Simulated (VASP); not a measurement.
# SnSe2 (P-3m1) in VASP: a series of runs

SnSe2 is run at these levels: PBE; tasks: single point.

All numbers are computed with VASP 6.6.1; they aren't measurements. Logs are shortened: lines on timing, memory, paths and dates and some standing lists are left out, and cuts for length are marked.

## 1. The cell of the first run

Symmetry: P-3m1, No. 164, trigonal system. Conventional cell: a = 3.754 Å, b = 3.754 Å, c = 6.229 Å, α = 90.00°, β = 90.00°, γ = 120.00°. Within 3.5 Å of Sn (site symmetry -3m) lie 6 Se at 2.67 Å. Se (site symmetry 3m) has 3 Sn at 2.67 Å within 3.5 Å.

## 2. Single point, PBE (strain -0.015 along x and y, +0.015 along z)

The input, INCAR:

```
ALGO = Normal
EDIFF = 1E-6
ENCUT = 520
GGA = PE
ISIF = 2
ISMEAR = 0
LASPH = True
LCHARG = False
LREAL = False
LWAVE = False
NBANDS = 20
NELM = 60
PREC = Accurate
SIGMA = 0.05
```

The input, KPOINTS:

```
k-points
0
Gamma
  12 12 6
```

The input, POSCAR:

```
SnSe2
1.0
    3.7538337998      0.0000000000      0.0000000000
   -1.8769168999      3.2509154322      0.0000000000
    0.0000000000      0.0000000000      6.2290550000
Sn Se
1 2
Direct
    0.0000000000      0.0000000000      0.0000000000
    0.3333333333      0.6666666667      0.2500000000
    0.6666666667      0.3333333333      0.7500000000
```

Potentials or basis: VASP PAW PBE potentials, release 64 (Sn_d, Se).

Started as:

```console
$ cat potpaw_PBE.64/Sn_d/POTCAR potpaw_PBE.64/Se/POTCAR > POTCAR
$ mpirun -np 1 vasp_std > vasp.out
```

OUTCAR:

```text
EDIFF = 1E-6
   ENCUT = 520
   GGA = PE
   ISIF = 2
   ISMEAR = 0
   LASPH = True
   LREAL = False
   NELM = 60
   PREC = Accurate

 ion  position               nearest neighbor table
   1  0.000  0.000  0.000-   2 2.67   3 2.67   2 2.67   3 2.67   3 2.67   2 2.67
   2  0.333  0.667  0.250-   1 2.67   1 2.67   1 2.67
   3  0.667  0.333  0.750-   1 2.67   1 2.67   1 2.67

  LATTYP: Found a hexagonal cell.
 ALAT       =     3.7538337998
 C/A-ratio  =     1.6593848668

  Lattice vectors:

 A1 = (   3.7538337998,   0.0000000000,   0.0000000000)
 A2 = (  -1.8769168999,   3.2509154322,   0.0000000000)
 A3 = (   0.0000000000,   0.0000000000,   6.2290550000)

Analysis of symmetry for initial positions (statically):
=====================================================================
 Subroutine PRICEL returns:
 Original cell was already a primitive cell.

 Routine SETGRP: Setting up the symmetry group for a
 hexagonal supercell.

 Subroutine GETGRP returns: Found 12 space group operations
 (whereof 12 operations were pure point group operations)
 out of a pool of 24 trial point group operations.

The static configuration has the point symmetry D_3d.

Analysis of symmetry for dynamics (positions and initial velocities):
=====================================================================
 Subroutine PRICEL returns:
 Original cell was already a primitive cell.

 Routine SETGRP: Setting up the symmetry group for a
 hexagonal supercell.

 Subroutine GETGRP returns: Found 12 space group operations
 (whereof 12 operations were pure point group operations)
 out of a pool of 24 trial point group operations.

The dynamic configuration has the point symmetry D_3d.

 Subroutine INISYM returns: Found 12 space group operations
 (whereof 12 operations are pure point group operations),
 and found     1 'primitive' translations

----------------------------------------------------------------------------------------

                                     Primitive cell

  volume of cell :      76.0156

  direct lattice vectors                    reciprocal lattice vectors
     3.753833800  0.000000000  0.000000000     0.266394319  0.153802832  0.000000000
    -1.876916900  3.250915432  0.000000000     0.000000000  0.307605664  0.000000000
     0.000000000  0.000000000  6.229055000     0.000000000  0.000000000  0.160537995

  length of vectors
     3.753833800  3.753833800  6.229055000     0.307605664  0.307605664  0.160537995

  position of ions in fractional coordinates (direct lattice)
     0.000000000  0.000000000  0.000000000
     0.333333333  0.666666667  0.250000000
     0.666666667  0.333333333  0.750000000

  ion indices of the primitive-cell ions
   primitive index   ion index
                 1           1
                 2           2
                 3           3

----------------------------------------------------------------------------------------

 KPOINTS: k-points

Automatic generation of k-mesh.
 Grid dimensions read from file:
 generate k-points for:   12   12    6

 Generating k-lattice:

  Cartesian coordinates                     Fractional coordinates (reciprocal lattice)
     0.022199527  0.012816903  0.000000000     0.083333333  0.000000000  0.000000000
     0.000000000  0.025633805  0.000000000     0.000000000  0.083333333  0.000000000
     0.000000000  0.000000000  0.026756332     0.000000000  0.000000000  0.166666667

  Length of vectors
     0.025633805  0.025633805  0.026756332

  Shift w.r.t. Gamma in fractional coordinates (k-lattice)
     0.000000000  0.000000000  0.000000000

 Subroutine IBZKPT returns following result:
 ===========================================

 Found    100 irreducible k-points:

 Following reciprocal coordinates:
            Coordinates               Weight
  0.000000  0.000000  0.000000      1.000000
  0.083333  0.000000  0.000000      6.000000
  0.166667  0.000000  0.000000      6.000000
  0.250000  0.000000  0.000000      6.000000
  0.333333  0.000000  0.000000      6.000000
  0.416667  0.000000  0.000000      6.000000
[... 16 lines left out ...]
  0.166667  0.000000  0.166667      6.000000
  0.000000  0.166667  0.166667      6.000000
 [... further k-points ...]
   k-points           NKPTS =    100   k-points in BZ     NKDIM =    100   number of bands    NBANDS=     20
   number of dos      NEDOS =    301   number of ions     NIONS =      3
   total plane-waves  NPLWV =  37632
   dimension x,y,z NGX =    28 NGY =   28 NGZ =   48
   dimension x,y,z NGXF=    56 NGYF=   56 NGZF=   96
   ions per type =               1   2
   NGX,Y,Z   is equivalent  to a cutoff of  12.40, 12.40, 12.81 a.u.
   NGXF,Y,Z  is equivalent  to a cutoff of  24.80, 24.80, 25.62 a.u.
 SYSTEM =  unknown system
   PREC   = accura    normal or accurate (medium, high low for compatibility)
   ISTART =      0    job   : 0-new  1-cont  2-samecut
   ICHARG =      2    charge: 1-file 2-atom 10-const
   ISPIN  =      1    spin polarized calculation?
   LNONCOLLINEAR =      F non collinear calculations
   LSORBIT =      F    spin-orbit coupling
   LASPH  =      T    aspherical Exc in radial PAW
   ENCUT  =  520.0 eV  38.22 Ry    6.18 a.u.   6.98  6.98 11.58*2*pi/ulx,y,z
   NELM   =     60;   NELMIN=  2; NELMDL= -5     # of ELM steps
   EDIFF  = 0.1E-05   stopping-criterion for ELM
   LREAL  =      F    real-space projection
[... 7 lines left out ...]
   TEBEG  =    0.0;   TEEND  =   0.0 temperature during run
   PSTRESS=    0.0 pullay stress
   NELECT =      26.0000    total number of electrons
   NUPDOWN=      -1.0000    fix difference up-down
   EMIN   =  10.00;   EMAX   =-10.00  energy-range for DOS
   EFERMI =   0.00;   METHOD = LEGACY
   ISMEAR =     0;   SIGMA  =   0.05  broadening in eV -4-tet -1-fermi 0-gaus
   EFERMI_NEDOS =   21; number of points for ismear=-14 and -15
   IALGO  =     38    algorithm
   IMIX   =      4    mixing-type and parameters
     AMIX     =   0.40;   BMIX     =  1.00
     AMIX_MAG =   1.60;   BMIX_MAG =  1.00
  volume/ion in A,a.u.               =      25.34       170.99
  Fermi-wavevector in a.u.,A,eV,Ry     =   1.144893  2.163534 17.834252  1.310781
  Thomas-Fermi vector in A             =   2.281584
   LORBIT       =      0    0 simple, 1 ext, 2 COOP (PROOUT), +10 PAW based schemes
   GGA     = PE    functional components
   LHFCALC =     F    Hartree Fock is set to
   AEXX    =    0.0000 exact exchange contribution
   IVDW    =     0    specifies the selected vdW correction
   LEPSILON=     F    determine dielectric tensor
   LRPA    =     F    only Hartree local field effects (RPA)
 non-spin polarized calculation
 Gauss-broadening in eV      SIGMA  =   0.05
  energy-cutoff  :      520.00
  volume of cell :       76.02
 maximum number of plane-waves:      2069
   NGX = 13   NGY = 13   NGZ = 23

 number of electron      25.9999991 magnetization

 Free energy of the ion-electron system (eV)
  ---------------------------------------------------
  ext. energy  EPLUGINS =         0.00000000
  ---------------------------------------------------
  free energy    TOTEN  =       -11.71802369 eV

  energy without entropy =      -11.71802369  energy(sigma->0) =      -11.71802369

 E-fermi :   4.5970     XC(G=0):  -9.5255

 val. band max:        4.3286353784   @ k =   0.1667   0.0000   0.1667
 cond. band min:       5.0602086033   @ k =   0.5000   0.0000   0.3333
 fundamental gap:      0.7315732249
 Fermi energy:         4.5970275181

 k-point     1 :       0.0000    0.0000    0.0000
  band No.  band energies     occupation
      1     -16.9456      2.00000
      2     -16.9456      2.00000
      3     -16.8982      2.00000
      4     -16.8840      2.00000
      5     -16.8840      2.00000
      6      -9.7811      2.00000
[... 12 lines left out ...]
     19      13.3828      0.00000
     20      13.3828      0.00000

 k-point     2 :       0.0833    0.0000    0.0000
  band No.  band energies     occupation
      1     -16.9493      2.00000
      2     -16.9425      2.00000
      3     -16.8959      2.00000
      4     -16.8862      2.00000
      5     -16.8838      2.00000
      6      -9.7078      2.00000
[... 12 lines left out ...]
     19      12.6483      0.00000
     20      13.4793      0.00000

 k-point     3 :       0.1667    0.0000    0.0000
  band No.  band energies     occupation
      1     -16.9601      2.00000
      2     -16.9347      2.00000
      3     -16.8938      2.00000
      4     -16.8871      2.00000
      5     -16.8822      2.00000
      6      -9.4921      2.00000
[... 12 lines left out ...]
     19      12.6384      0.00000
     20      13.6834      0.00000

 k-point     4 :       0.2500    0.0000    0.0000
  band No.  band energies     occupation
      1     -16.9764      2.00000
      2     -16.9264      2.00000
      3     -16.9003      2.00000
      4     -16.8777      2.00000
      5     -16.8774      2.00000
      6      -9.1495      2.00000
[... 12 lines left out ...]
     19      12.7203      0.00000
     20      13.8725      0.00000

 k-point     5 :       0.3333    0.0000    0.0000
  band No.  band energies     occupation
      1     -16.9935      2.00000
      2     -16.9214      2.00000
      3     -16.9066      2.00000
      4     -16.8699      2.00000
      5     -16.8669      2.00000
      6      -8.7160      2.00000
[... 12 lines left out ...]
     19      13.4810      0.00000
     20      14.0482      0.00000
[... 353 lines left out ...]
      6      -9.6728      2.00000
[... 12 lines left out ...]
     19      12.5417      0.00000
     20      13.4871      0.00000

 k-point    22 :       0.0000    0.0833    0.1667
  band No.  band energies     occupation
      1     -16.9493      2.00000
      2     -16.9425      2.00000
      3     -16.8959      2.00000
      4     -16.8862      2.00000
      5     -16.8838      2.00000
      6      -9.6727      2.00000
[... 12 lines left out ...]
     19      12.5585      0.00000
     20      13.2286      0.00000

 k-point    23 :       0.1667    0.0000    0.1667
  band No.  band energies     occupation
      1     -16.9601      2.00000
      2     -16.9347      2.00000
      3     -16.8938      2.00000
      4     -16.8871      2.00000
      5     -16.8822      2.00000
      6      -9.4578      2.00000
[... 12 lines left out ...]
     19      12.9135      0.00000
     20      13.2344      0.00000

 k-point    24 :       0.0000    0.1667    0.1667
  band No.  band energies     occupation
      1     -16.9601      2.00000
      2     -16.9347      2.00000
      3     -16.8938      2.00000
      4     -16.8871      2.00000
      5     -16.8822      2.00000
      6      -9.4574      2.00000
[... 12 lines left out ...]
     19      12.4114      0.00000
     20      13.4305      0.00000

 [... further k-points ...]

------------------------ aborting loop because EDIFF is reached ----------------------------------------

  FORCE on cell =-STRESS in cart. coord.  units (eV):
  Direction    XX          YY          ZZ          XY          YZ          ZX
  --------------------------------------------------------------------------------------
  -------------------------------------------------------------------------------------
  Total        3.2671012      3.2671012      3.0399319     -0.0000000     -0.0000000      0.0000000
  in kB       68.8605197     68.8605197     64.0724838     -0.0000000     -0.0000000      0.0000000
  external PRESSURE =      67.2645077 kB  Pullay stress =       0.0000000 kB

 VOLUME and BASIS-vectors are now :
 -----------------------------------------------------------------------------
  energy-cutoff  :      520.00
  volume of cell :       76.02
      direct lattice vectors                 reciprocal lattice vectors
     3.753833800  0.000000000  0.000000000     0.266394319  0.153802832  0.000000000
    -1.876916900  3.250915432  0.000000000     0.000000000  0.307605664  0.000000000
     0.000000000  0.000000000  6.229055000     0.000000000  0.000000000  0.160537995

 POSITION                                       TOTAL-FORCE (eV/Angst)
 -----------------------------------------------------------------------------------
      0.00000      0.00000      0.00000        -0.000000      0.000000      0.000000
     -0.00000      2.16728      1.55726         0.000000      0.000000      0.730436
      1.87692      1.08364      4.67179        -0.000000      0.000000     -0.730436
 -----------------------------------------------------------------------------------
    total drift:                               -0.000000     -0.000000     -0.000000

  FREE ENERGIE OF THE ION-ELECTRON SYSTEM (eV)
  ---------------------------------------------------
  free  energy   TOTEN  =       -11.7180236869 eV

  energy  without entropy=      -11.7180236869  energy(sigma->0) =      -11.71802369
```

Wall time 1.8 min (1 thread of AMD EPYC 9R14 (Zen 4), shared host); peak memory 0.26 GiB.

What came out:

| Property | Result |
| --- | --- |
| Free energy | -11.7180 eV |
| Pressure | 6.7 GPa |
| Largest force | 0.730 eV/Å |
| Band gap on the k mesh | 0.73 eV (least direct gap 1.28 eV) |

Forces in eV/Å, atoms in the order of the input:
```
Sn   0.000  0.000  0.000
Se   0.000  0.000  0.730
Se   0.000  0.000 -0.730
```

Caveat: the cell differs from its parent crystal (strain -0.015 along x and y, +0.015 along z); the cell stands under pressure; spin-orbit coupling is left out, which moves the levels of the heavy elements; this functional lacks dispersion, which binds the layers, so the pressure and a relaxed spacing across them are unreliable. A k mesh can miss the band edges.

## 3. Single point, PBE (strain -0.015 along x and y, +0.030 along z)

The input, INCAR:

```
SYSTEM = SnSe2
ALGO = Normal
EDIFF = 1E-7
ENCUT = 520
GGA = PE
ISIF = 2
ISMEAR = 0
LASPH = .TRUE.
LCHARG = .FALSE.
LREAL = .FALSE.
LWAVE = .FALSE.
NBANDS = 20
NELM = 80
PREC = Accurate
SIGMA = 0.05
```

The input, KPOINTS:

```
k-points
0
G
  12 12 6
  0 0 0
```

POSCAR, as its differences from that of step 2:

```diff
@@ -4,3 +4,3 @@
    -1.8769168999      3.2509154322      0.0000000000
-    0.0000000000      0.0000000000      6.2290550000
+    0.0000000000      0.0000000000      6.3211100000
 Sn Se
```

Potentials or basis: VASP PAW PBE potentials, release 64 (Sn_d, Se).

Started as:

```console
$ cat potpaw_PBE.64/Sn_d/POTCAR potpaw_PBE.64/Se/POTCAR > POTCAR
$ mpirun -np 1 vasp_std > vasp.out
```

Run time: 2.2 min. Hardware: 1 thread of AMD EPYC 9R14 (Zen 4), shared host; peak memory 0.26 GiB.

Results (log left out):

```yaml
Free_energy: -11.7566 eV
Pressure: 5.5 GPa
Largest_force: 0.492 eV/Å
Band_gap_on_the_k_mesh: 0.66 eV (least direct gap 1.22 eV)
```

Forces on the atoms (eV/Å):
```
Sn   0.000  0.000  0.000
Se   0.000  0.000  0.492
Se   0.000  0.000 -0.492
```

Stress tensor (GPa, compression positive):
```
5.96 0.00 0.00
0.00 5.96 0.00
0.00 0.00 4.57
```

Levels at points of the mesh, in eV from the valence-band top:
```csv
k point,band 11,band 12,band 13,band 14,band 15,band 16
"(0.00, 0.00, 0.00)",-0.36,-0.22,-0.22,1.24,3.20,4.77
"(0.50, 0.00, 0.00)",-2.51,-1.33,-0.31,1.14,3.79,5.31
"(0.00, 0.00, 0.50)",-0.61,-0.09,-0.09,2.64,3.14,4.55
"(0.50, 0.00, 0.50)",-2.20,-0.91,-0.64,0.68,4.10,4.66
```

Caveat: the cell differs from its parent crystal (strain -0.015 along x and y, +0.030 along z); the cell stands under pressure; spin-orbit coupling is left out, which moves the levels of the heavy elements; this functional lacks dispersion, which binds the layers, so the pressure and a relaxed spacing across them are unreliable.
